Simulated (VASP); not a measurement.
# ZnAu (Pm-3m) in VASP: notebook

Runs on ZnAu. Level: PBEsol. Tasks: single point, relaxation of cell and atoms.

Everything below comes from runs of VASP 6.6.1. Logs are shortened: lines on timing, memory, paths and dates and some standing lists are left out, and cuts for length are marked.

## Step 1: The cell of the first run

Symmetry: Pm-3m, No. 221, cubic system. The conventional cell has a = 3.147 Å, b = 3.147 Å, c = 3.147 Å, α = 90.00°, β = 90.00°, γ = 90.00°. Zn (site symmetry m-3m) has 8 Au at 2.73 Å and 6 Zn at 3.15 Å within 3.6 Å. Within 3.6 Å of Au (site symmetry m-3m) lie 8 Zn at 2.73 Å and 6 Au at 3.15 Å.

## Step 2: Single point, PBEsol

The input, INCAR:

```
SYSTEM = ZnAu
  PREC = Accurate
  ENCUT = 520
  EDIFF = 1E-6
  ISMEAR = 0
  SIGMA = 0.1
  LREAL = .False.
  LASPH = .True.
  NELM = 80
  ALGO = Normal
  ISIF = 2
  LWAVE = .False.
  LCHARG = .False.
  GGA = PS
  NBANDS = 18
```

The input, KPOINTS:

```
regular mesh
0
Gamma
  14 14 14
  0 0 0
```

The input, POSCAR:

```
ZnAu
1.0
    3.1470000000      0.0000000000      0.0000000000
    0.0000000000      3.1470000000      0.0000000000
    0.0000000000      0.0000000000      3.1470000000
Zn Au
1 1
Direct
    0.5000000000      0.5000000000      0.5000000000
    0.0000000000      0.0000000000      0.0000000000
```

Potentials or basis: VASP PAW PBE potentials, release 64 (Zn, Au).

Launch:

```console
$ cat potpaw_PBE.64/Zn/POTCAR potpaw_PBE.64/Au/POTCAR > POTCAR
$ mpirun -np 1 vasp_std > vasp.out
```

OUTCAR:

```text
SYSTEM = ZnAu
   PREC = Accurate
   ENCUT = 520
   EDIFF = 1E-6
   ISMEAR = 0
   LREAL = .False.
   LASPH = .True.
   NELM = 80
   ISIF = 2
   GGA = PS

 ion  position               nearest neighbor table
   1  0.500  0.500  0.500-   2 2.73   2 2.73   2 2.73   2 2.73   2 2.73   2 2.73   2 2.73   2 2.73

   2  0.000  0.000  0.000-   1 2.73   1 2.73   1 2.73   1 2.73   1 2.73   1 2.73   1 2.73   1 2.73

  LATTYP: Found a simple cubic cell.
 ALAT       =     3.1470000000

  Lattice vectors:

 A1 = (   3.1470000000,   0.0000000000,   0.0000000000)
 A2 = (   0.0000000000,   3.1470000000,   0.0000000000)
 A3 = (   0.0000000000,   0.0000000000,   3.1470000000)

Analysis of symmetry for initial positions (statically):
=====================================================================
 Subroutine PRICEL returns:
 Original cell was already a primitive cell.

 Routine SETGRP: Setting up the symmetry group for a
 simple cubic supercell.

 Subroutine GETGRP returns: Found 48 space group operations
 (whereof 48 operations were pure point group operations)
 out of a pool of 48 trial point group operations.

The static configuration has the point symmetry O_h .

Analysis of symmetry for dynamics (positions and initial velocities):
=====================================================================
 Subroutine PRICEL returns:
 Original cell was already a primitive cell.

 Routine SETGRP: Setting up the symmetry group for a
 simple cubic supercell.

 Subroutine GETGRP returns: Found 48 space group operations
 (whereof 48 operations were pure point group operations)
 out of a pool of 48 trial point group operations.

The dynamic configuration has the point symmetry O_h .

 Subroutine INISYM returns: Found 48 space group operations
 (whereof 48 operations are pure point group operations),
 and found     1 'primitive' translations

----------------------------------------------------------------------------------------

                                     Primitive cell

  volume of cell :      31.1667

  direct lattice vectors                    reciprocal lattice vectors
     3.147000000  0.000000000  0.000000000     0.317762949  0.000000000  0.000000000
     0.000000000  3.147000000  0.000000000     0.000000000  0.317762949  0.000000000
     0.000000000  0.000000000  3.147000000     0.000000000  0.000000000  0.317762949

  length of vectors
     3.147000000  3.147000000  3.147000000     0.317762949  0.317762949  0.317762949

  position of ions in fractional coordinates (direct lattice)
     0.500000000  0.500000000  0.500000000
     0.000000000  0.000000000  0.000000000

  ion indices of the primitive-cell ions
   primitive index   ion index
                 1           1
                 2           2

----------------------------------------------------------------------------------------

 KPOINTS: regular mesh

Automatic generation of k-mesh.
 Grid dimensions read from file:
 generate k-points for:   14   14   14

 Generating k-lattice:

  Cartesian coordinates                     Fractional coordinates (reciprocal lattice)
     0.022697353  0.000000000  0.000000000     0.071428571  0.000000000  0.000000000
     0.000000000  0.022697353  0.000000000     0.000000000  0.071428571  0.000000000
     0.000000000  0.000000000  0.022697353     0.000000000  0.000000000  0.071428571

  Length of vectors
     0.022697353  0.022697353  0.022697353

  Shift w.r.t. Gamma in fractional coordinates (k-lattice)
     0.000000000  0.000000000  0.000000000

 Subroutine IBZKPT returns following result:
 ===========================================

 Found    120 irreducible k-points:

 Following reciprocal coordinates:
            Coordinates               Weight
  0.000000  0.000000  0.000000      1.000000
  0.071429  0.000000  0.000000      6.000000
  0.142857  0.000000  0.000000      6.000000
  0.214286  0.000000  0.000000      6.000000
  0.285714  0.000000  0.000000      6.000000
  0.357143  0.000000  0.000000      6.000000
[... 16 lines left out ...]
  0.285714  0.214286  0.000000     24.000000
  0.357143  0.214286  0.000000     24.000000
 [... further k-points ...]
   k-points           NKPTS =    120   k-points in BZ     NKDIM =    120   number of bands    NBANDS=     18
   number of dos      NEDOS =    301   number of ions     NIONS =      2
   total plane-waves  NPLWV =  13824
   dimension x,y,z NGX =    24 NGY =   24 NGZ =   24
   dimension x,y,z NGXF=    48 NGYF=   48 NGZF=   48
   ions per type =               1   1
   NGX,Y,Z   is equivalent  to a cutoff of  12.68, 12.68, 12.68 a.u.
   NGXF,Y,Z  is equivalent  to a cutoff of  25.36, 25.36, 25.36 a.u.
 SYSTEM =  ZnAu
   PREC   = accura    normal or accurate (medium, high low for compatibility)
   ISTART =      0    job   : 0-new  1-cont  2-samecut
   ICHARG =      2    charge: 1-file 2-atom 10-const
   ISPIN  =      1    spin polarized calculation?
   LNONCOLLINEAR =      F non collinear calculations
   LSORBIT =      F    spin-orbit coupling
   LASPH  =      T    aspherical Exc in radial PAW
   ENCUT  =  520.0 eV  38.22 Ry    6.18 a.u.   5.85  5.85  5.85*2*pi/ulx,y,z
   NELM   =     80;   NELMIN=  2; NELMDL= -5     # of ELM steps
   EDIFF  = 0.1E-05   stopping-criterion for ELM
   LREAL  =      F    real-space projection
   EDIFFG = 0.1E-04   stopping-criterion for IOM
   NSW    =      0    number of steps for IOM
   IBRION =     -1    ionic relax: 0-MD 1-quasi-New 2-CG
   NFREE  =      0    steps in history (QN), initial steepest desc. (CG)
   ISIF   =      2    stress and relaxation
   ISYM   =      2    0-nonsym 1-usesym 2-fastsym
   POTIM  = 0.5000    time-step for ionic-motion
   TEBEG  =    0.0;   TEEND  =   0.0 temperature during run
   PSTRESS=    0.0 pullay stress
   NELECT =      23.0000    total number of electrons
   NUPDOWN=      -1.0000    fix difference up-down
   EMIN   =  10.00;   EMAX   =-10.00  energy-range for DOS
   EFERMI =   0.00;   METHOD = LEGACY
   ISMEAR =     0;   SIGMA  =   0.10  broadening in eV -4-tet -1-fermi 0-gaus
   EFERMI_NEDOS =   21; number of points for ismear=-14 and -15
   IALGO  =     38    algorithm
   IMIX   =      4    mixing-type and parameters
     AMIX     =   0.40;   BMIX     =  1.00
     AMIX_MAG =   1.60;   BMIX_MAG =  1.00
  volume/ion in A,a.u.               =      15.58       105.16
  Fermi-wavevector in a.u.,A,eV,Ry     =   1.479406  2.795672 29.778283  2.188642
  Thomas-Fermi vector in A             =   2.593568
   LORBIT       =      0    0 simple, 1 ext, 2 COOP (PROOUT), +10 PAW based schemes
   GGA     = PS    functional components
   LHFCALC =     F    Hartree Fock is set to
   AEXX    =    0.0000 exact exchange contribution
   IVDW    =     0    specifies the selected vdW correction
   LEPSILON=     F    determine dielectric tensor
   LRPA    =     F    only Hartree local field effects (RPA)
 non-spin polarized calculation
 Gauss-broadening in eV      SIGMA  =   0.10
  energy-cutoff  :      520.00
  volume of cell :       31.17
 maximum number of plane-waves:       861
 NGX is ok and might be reduce to    24
   NGX = 11   NGY = 11   NGZ = 11

 number of electron      23.0000000 magnetization

 Free energy of the ion-electron system (eV)
  ---------------------------------------------------
  ext. energy  EPLUGINS =         0.00000000
  ---------------------------------------------------
  free energy    TOTEN  =        -5.94680972 eV

  energy without entropy =       -5.94295379  energy(sigma->0) =       -5.94488176

 E-fermi :   6.8885     XC(G=0): -12.5353

 val. band max:        6.8703345482   @ k =   0.3571   0.2857   0.0714
 cond. band min:       6.9176825120   @ k =   0.5000   0.5000   0.2143
 fundamental gap:      0.0473479639
 Fermi energy:         6.8884743803

 k-point     1 :       0.0000    0.0000    0.0000
  band No.  band energies     occupation
      1      -3.7513      2.00000
      2      -1.1874      2.00000
      3      -1.1874      2.00000
      4      -0.4858      2.00000
      5      -0.4858      2.00000
      6      -0.4858      2.00000
[... 10 lines left out ...]
     17      19.0336      0.00000
     18      25.2106      0.00000

 k-point     2 :       0.0714    0.0000    0.0000
  band No.  band energies     occupation
      1      -3.6605      2.00000
      2      -1.1671      2.00000
      3      -1.1600      2.00000
      4      -0.4869      2.00000
      5      -0.4869      2.00000
      6      -0.4781      2.00000
[... 10 lines left out ...]
     17      19.4488      0.00000
     18      25.2063      0.00000

 k-point     3 :       0.1429    0.0000    0.0000
  band No.  band energies     occupation
      1      -3.3919      2.00000
      2      -1.1086      2.00000
      3      -1.0837      2.00000
      4      -0.4895      2.00000
      5      -0.4895      2.00000
      6      -0.4563      2.00000
[... 10 lines left out ...]
     17      20.7570      0.00000
     18      24.9129      0.00000

 k-point     4 :       0.2143    0.0000    0.0000
  band No.  band energies     occupation
      1      -2.9583      2.00000
      2      -1.0195      2.00000
      3      -0.9752      2.00000
      4      -0.4922      2.00000
      5      -0.4922      2.00000
      6      -0.4243      2.00000
[... 375 lines left out ...]
      4      -0.6095      2.00000
      5      -0.4559      2.00000
      6      -0.3929      2.00000
[... 10 lines left out ...]
     17      22.5437      0.00000
     18      22.7248      0.00000

 k-point    23 :       0.2857    0.2143    0.0000
  band No.  band energies     occupation
      1      -1.8415      2.00000
      2      -0.9071      2.00000
      3      -0.6598      2.00000
      4      -0.6377      2.00000
      5      -0.4211      2.00000
      6      -0.3611      2.00000
[... 10 lines left out ...]
     17      22.1161      0.00000
     18      22.4847      0.00000

 k-point    24 :       0.3571    0.2143    0.0000
  band No.  band energies     occupation
      1      -1.4496      2.00000
      2      -0.9016      2.00000
      3      -0.6464      2.00000
      4      -0.5700      2.00000
      5      -0.4678      2.00000
      6      -0.1273      2.00000
[... 10 lines left out ...]
     17      21.1938      0.00000
     18      21.6008      0.00000

 [... further k-points ...]

------------------------ aborting loop because EDIFF is reached ----------------------------------------

  FORCE on cell =-STRESS in cart. coord.  units (eV):
  Direction    XX          YY          ZZ          XY          YZ          ZX
  --------------------------------------------------------------------------------------
  -------------------------------------------------------------------------------------
  Total       -0.4507932     -0.4507932     -0.4507932     -0.0000000      0.0000000     -0.0000000
  in kB      -23.1738224    -23.1738224    -23.1738224     -0.0000000      0.0000000     -0.0000000
  external PRESSURE =     -23.1738224 kB  Pullay stress =       0.0000000 kB

 VOLUME and BASIS-vectors are now :
 -----------------------------------------------------------------------------
  energy-cutoff  :      520.00
  volume of cell :       31.17
      direct lattice vectors                 reciprocal lattice vectors
     3.147000000  0.000000000  0.000000000     0.317762949  0.000000000  0.000000000
     0.000000000  3.147000000  0.000000000     0.000000000  0.317762949  0.000000000
     0.000000000  0.000000000  3.147000000     0.000000000  0.000000000  0.317762949

 POSITION                                       TOTAL-FORCE (eV/Angst)
 -----------------------------------------------------------------------------------
      1.57350      1.57350      1.57350         0.000000      0.000000      0.000000
      0.00000      0.00000      0.00000         0.000000      0.000000      0.000000
 -----------------------------------------------------------------------------------
    total drift:                                0.000000      0.000000     -0.000000

  FREE ENERGIE OF THE ION-ELECTRON SYSTEM (eV)
  ---------------------------------------------------
  free  energy   TOTEN  =        -5.9468097218 eV

  energy  without entropy=       -5.9429537920  energy(sigma->0) =       -5.94488176
```

It took 17 s on 1 thread of Intel Xeon Platinum 8488C (Sapphire Rapids), shared host; peak memory 0.19 GiB.

Results:

```
Free energy            : -5.9468 eV
Pressure               : -2.3 GPa
Band gap on the k mesh : zero (an odd number of electrons rules out a gap without spin polarisation)
```

Caveat: the PAW data sets were made with another functional, which shifts forces and pressure a little; spin-orbit coupling is left out, which moves the levels of the heavy elements.

[end of part 1 of 2]
